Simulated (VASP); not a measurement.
Os, 1 atom in the cell. The structure is cubic, space group Fm-3m (No. 225). Conventional cell: a = 3.890 Å, b = 3.890 Å, c = 3.890 Å, α = 90.00°, β = 90.00°, γ = 90.00°. Within 3.6 Å of Os (site symmetry m-3m) lie 12 Os at 2.75 Å. 

| Property | Result |
| --- | --- |
| Program | VASP 6.6.1 |
| Task | single point |
| Functional | PBE |
| Potentials or basis | VASP PAW PBE potentials, release 64 (Os) |
| Cutoff | 520 eV |
| k mesh | 14 × 14 × 14 |
| Occupations | gaussian, width 0.05 eV |
| Spin | no spin polarisation |
| Dipole correction | no |
| Further INCAR settings | ALGO = Normal; EDIFF = 1e-07; NBANDS = 10 |

Potentials or basis: VASP PAW PBE potentials, release 64 (Os).

Launch:

```console
$ cat potpaw_PBE.64/Os/POTCAR > POTCAR
$ mpirun -np 1 vasp_std > vasp.out
```

Hardware: 1 thread of Intel(R) Xeon(R) 6975P-C (Granite Rapids), with other jobs on the host.

Estimate the wall time of this run.

Wall time 5.3 s on 1 thread of Intel(R) Xeon(R) 6975P-C (Granite Rapids) (shared host), peak memory 0.13 GiB. Counts: scf iterations 12, k points 104.
